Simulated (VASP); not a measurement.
# ReS2 in VASP: notebook, part 2 of 2

VASP 6.6.1.

## 4. Single point, LDA

This run uses another cell than the first one.

The input, INCAR:

```
SYSTEM = ReS2
ALGO = Normal
EDIFF = 1E-6
ENCUT = 520
GGA = CA
ISIF = 2
ISMEAR = 0
LASPH = .True.
LCHARG = .True.
LELF = .True.
LREAL = Auto
LUSENCCL = .False.
LVHAR = .True.
LWAVE = .False.
NBANDS = 94
NELM = 80
PREC = Accurate
SIGMA = 0.01
```

The input, KPOINTS:

```
k-points
0
Gamma
  4 4 1
  0 0 0
```

The input, POSCAR:

```
ReS2
1.0
    6.3355089393      0.0000000000      0.0000000000
    3.1112149501      5.6366336777      0.0000000000
    0.0000000000      0.0000000000     23.0000000000
Re S
8 16
Direct
    0.1217509518      0.2112687337      0.3653067994
    0.2450136531      0.5872257259      0.3694618331
    0.6948876457      0.1860222256      0.3668415341
    0.6718826780      0.6124710129      0.3679249952
    0.6217509518      0.7112687337      0.6305241907
    0.7450136531      1.0872257259      0.6346792244
    1.1948876457      0.6860222256      0.6320589254
    1.1718826780      1.1124710129      0.6331423865
    0.8663834063      0.8035865928      0.3158850369
    0.3307780708      0.8320972237      0.3087007631
    0.0360291291      0.9663328396      0.4260844165
    0.0008929480      0.5029257807      0.4351155771
    0.5003993430      0.9948860370      0.4188878189
    0.8301116125      0.3387288555      0.2918739789
    0.5366324604      0.4597124372      0.4429240769
    0.3658437923      0.2955096511      0.2996888219
    1.3663834063      1.3035865928      0.5811024282
    0.8307780708      1.3320972237      0.5739181545
    0.5360291291      1.4663328396      0.6913018078
    0.5008929480      1.0029257807      0.7003329684
    1.0003993430      1.4948860370      0.6841052102
    1.3301116125      0.8387288555      0.5570913702
    1.0366324604      0.9597124372      0.7081414682
    0.8658437923      0.7955096511      0.5649062132
```

Potentials or basis: VASP PAW LDA potentials, release 64 (Re, S).

The run is started by

```sh
$ cat potpaw_LDA.64/Re/POTCAR potpaw_LDA.64/S/POTCAR > POTCAR
$ mpirun -np 1 vasp_std > vasp.out
```

OUTCAR:

```text
SYSTEM = ReS2
   EDIFF = 1E-6
   ENCUT = 520
   GGA = CA
   ISIF = 2
   ISMEAR = 0
   LASPH = .True.
   LREAL = Auto
   NELM = 80
   PREC = Accurate

 ion  position               nearest neighbor table
   1  0.122  0.211  0.365-  12 2.30  14 2.34  11 2.36  16 2.40  13 2.45  10 2.51   4 2.77   3 2.79
                             2 2.88
   2  0.245  0.587  0.369-  16 2.30  15 2.34  10 2.36  12 2.40   9 2.45  11 2.51   3 2.77   4 2.79
                             1 2.88
   3  0.695  0.186  0.367-  15 2.34  14 2.34  11 2.36  16 2.41  13 2.44   9 2.46   4 2.68   2 2.77
                             1 2.79
   4  0.672  0.612  0.368-  14 2.34  15 2.34  10 2.36  12 2.41   9 2.44  13 2.46   3 2.68   1 2.77
                             2 2.79
   5  0.622  0.711  0.631-  20 2.30  22 2.34  19 2.36  24 2.40  21 2.45  18 2.51   8 2.77   7 2.79
                             6 2.88
   6  0.745  0.087  0.635-  24 2.30  23 2.34  18 2.36  20 2.40  17 2.45  19 2.51   7 2.77   8 2.79
                             5 2.88
   7  0.195  0.686  0.632-  23 2.34  22 2.34  19 2.36  24 2.41  21 2.44  17 2.46   8 2.68   6 2.77
                             5 2.79
   8  0.172  0.112  0.633-  22 2.34  23 2.34  18 2.36  20 2.41  17 2.44  21 2.46   7 2.68   5 2.77
                             6 2.79
   9  0.866  0.804  0.316-   4 2.44   2 2.45   3 2.46
[... 245 lines left out ...]
      6     -13.0264      2.00000
[... 899 lines left out ...]
     87       2.4040      0.00000
     88       2.5409      0.00000
 [bands above 88 left out]

------------------------ aborting loop because EDIFF is reached ----------------------------------------

  FORCE on cell =-STRESS in cart. coord.  units (eV):
  Direction    XX          YY          ZZ          XY          YZ          ZX
  --------------------------------------------------------------------------------------
  -------------------------------------------------------------------------------------
  Total       -5.0578047     -3.6427921     -3.2108229     -0.5116086     -0.4420145      0.3985211
  in kB       -9.8660538     -7.1058464     -6.2632217     -0.9979741     -0.8622197      0.7773790
  external PRESSURE =      -7.7450406 kB  Pullay stress =       0.0000000 kB

 VOLUME and BASIS-vectors are now :
 -----------------------------------------------------------------------------
  energy-cutoff  :      520.00
  volume of cell :      821.35
      direct lattice vectors                 reciprocal lattice vectors
     6.335508939  0.000000000  0.000000000     0.157840516 -0.087122173  0.000000000
     3.111214950  5.636633678  0.000000000     0.000000000  0.177410855  0.000000000
     0.000000000  0.000000000 23.000000000     0.000000000  0.000000000  0.043478261

 POSITION                                       TOTAL-FORCE (eV/Angst)
 -----------------------------------------------------------------------------------
      1.42866      1.19084      8.40206         0.126080     -0.022731     -0.108831
      3.37927      3.30998      8.49762        -0.121801      0.028301      0.132808
      4.98122      1.04854      8.43736        -0.092670     -0.134667     -0.012092
      6.16225      3.45227      8.46227         0.097350      0.134527      0.058447
      6.15202      4.00916     14.50206         0.124862     -0.035688     -0.113134
      4.99142      0.49166     14.59762        -0.128445      0.018728      0.125028
[... 16 lines left out ...]
      3.21796      5.40955     16.28725         0.051900     -0.049111     -0.083890
      7.96056      4.48400     12.99284         0.021297     -0.018851      0.058757
 -----------------------------------------------------------------------------------
    total drift:                                0.005867      0.005275     -0.003472

  FREE ENERGIE OF THE ION-ELECTRON SYSTEM (eV)
  ---------------------------------------------------
  free  energy   TOTEN  =      -199.9835372523 eV

  energy  without entropy=     -199.9835372523  energy(sigma->0) =     -199.98353725
```

stdout:

```text
Offloading initialized ...    1 GPUs detected
 POSCAR found type information on POSCAR ReS
 POSCAR found :  2 types and      24 ions
 scaLAPACK will be used selectively (only on CPU)
 LDA part: xc-table for (Slater(with rela. corr.)+CA(PZ))
 , standard interpolation
 POSCAR, INCAR and KPOINTS ok, starting setup
 FFT: planning ... GRIDC
 FFT: planning ... GRID_SOFT
 FFT: planning ... GRID
 WAVECAR not read
 entering main loop
```

It took 4.9 min on 1 × NVIDIA H100 80GB with 1 thread of AMD EPYC 7R13 (Zen 3), shared host; peak memory 1.9 GiB.

What came out:

```
Free energy            : -199.9835 eV
Largest force          : 0.215 eV/Å
Band gap on the k mesh : 1.37 eV
```

Forces on the atoms (eV/Å):
```
Re   0.126 -0.023 -0.109
Re  -0.122  0.028  0.133
Re  -0.093 -0.135 -0.012
Re   0.097  0.135  0.058
Re   0.125 -0.036 -0.113
Re  -0.128  0.019  0.125
Re  -0.102 -0.143 -0.042
Re   0.092  0.131  0.033
S    0.020  0.002  0.201
S   -0.040  0.153  0.137
S   -0.012 -0.126 -0.174
S   -0.019  0.022 -0.073
S   -0.009  0.003 -0.189
S   -0.047  0.053  0.069
S    0.002 -0.067 -0.052
S    0.031 -0.100  0.068
S    0.008 -0.002  0.187
S    0.009  0.132  0.168
S    0.037 -0.146 -0.143
S   -0.028  0.100 -0.082
S   -0.023 -0.002 -0.202
S    0.001  0.070  0.038
S    0.052 -0.049 -0.084
S    0.021 -0.019  0.059
```

Levels at points of the mesh, in eV from the valence-band top:
| k point | band 74 | band 75 | band 76 | band 77 | band 78 | band 79 |
| --- | --- | --- | --- | --- | --- | --- |
| (0.00, 0.00, 0.00) | -0.22 | -0.09 | 0.00 | 1.37 | 1.45 | 2.03 |
| (0.50, 0.00, 0.00) | -0.44 | -0.39 | -0.31 | 1.57 | 1.69 | 1.92 |
| (0.00, 0.50, 0.00) | -0.32 | -0.16 | -0.13 | 1.64 | 1.80 | 1.84 |
| (0.50, 0.50, 0.00) | -0.42 | -0.39 | -0.34 | 1.64 | 1.74 | 1.75 |

Caveat: spin-orbit coupling is left out, which moves the levels of the heavy elements.

## 5. The runs side by side

| cell | gap on the mesh (eV) | largest force (eV/Å) |
| --- | --- | --- |
| a = 6.299, b = 6.404, c = 23.000 Å, angles 90.0, 90.0, 61.2°, 24 atoms, atomic positions A | 1.37 | 0.17 |
| a = 6.299, b = 6.404, c = 23.000 Å, angles 90.0, 90.0, 61.2°, 24 atoms, atomic positions B | 1.38 | 0.17 |
| a = 6.336, b = 6.438, c = 23.000 Å, angles 90.0, 90.0, 61.1°, 24 atoms, atomic positions C | 1.37 | 0.21 |

Alike in all rows: task single point; level LDA; potentials or basis VASP PAW LDA potentials, release 64 (Re, S); no spin polarisation; k mesh 4 × 4 × 1; cutoff (eV) 520; smearing gaussian 0.01 eV.

Caveats: spin-orbit coupling is left out, which moves the levels of the heavy elements.

Absolute energies hang on the potentials; compare differences alone.
